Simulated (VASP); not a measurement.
Write the native input for VASP 6.6.1 that does the following.

```yaml
Task: single point
Functional: PBE
Potentials_or_basis: VASP PAW PBE potentials, release 64 (Ti_sv, Co)
Cutoff: 600 eV
k_mesh: 6 × 6 × 6
Occupations: gaussian, width 0.1 eV
Spin: collinear spin, ferromagnetic start
Starting_moments: "[0.0, 0.6] μB"
Dipole_correction: no
Further_INCAR_settings: ALGO = Normal; EDIFF = 1e-06; NBANDS = 22
```

The structure of TiCo lies in POSCAR:

```
TiCo
1.0
    2.9861109900      0.0000000000      0.0000000000
    0.0000000000      2.9861109900      0.0000000000
    0.0000000000      0.0000000000      2.9861109900
Ti Co
1 1
Direct
    0.0000000000      0.0000000000      0.0000000000
    0.5000000000      0.5000000000      0.5000000000
```

These files were run (other wordings do the same):

INCAR

```
PREC     = Accurate       # precision mode
ENCUT    = 600            # plane-wave cutoff, eV
EDIFF    = 1E-6           # SCF threshold, eV
ISMEAR   = 0              # smearing method
SIGMA    = 0.1            # smearing width, eV
LREAL    = False          # projectors in reciprocal space
LASPH    = True           # aspherical terms in the spheres
NELM     = 200            # most SCF steps
ALGO     = Normal         # electronic algorithm
ISIF     = 2              # what is computed and relaxed
LWAVE    = False          # write WAVECAR
LCHARG   = False          # write CHGCAR
ISPIN    = 2              # spin polarisation
MAGMOM   = 0 0.6          # initial moments
LORBIT   = 11             # projections on sites
LMAXMIX  = 4              # l up to which the mixer works
GGA      = PE             # functional
NBANDS   = 22             # bands
GGA_COMPAT= False
```

KPOINTS

```
regular mesh
0
Gamma
  6 6 6
```

Potentials or basis: VASP PAW PBE potentials, release 64 (Ti_sv, Co).

Command:

```console
$ cat potpaw_PBE.64/Ti_sv/POTCAR potpaw_PBE.64/Co/POTCAR > POTCAR
$ mpirun -np 1 vasp_std > vasp.out
```

It gave:

```json
{"Pressure": "-2.3 GPa", "Net moment": "0.37 μB per cell", "Site moments": "Ti -0.09; Co +0.51 μB", "Valence electrons inside the program's atomic spheres": "Ti 10.28; Co 8.30"}
```

It took 39 s on 1 thread of Intel(R) Xeon(R) Platinum 8375C CPU @ 2.90GHz (Ice Lake) (shared host), peak memory 0.16 GiB.
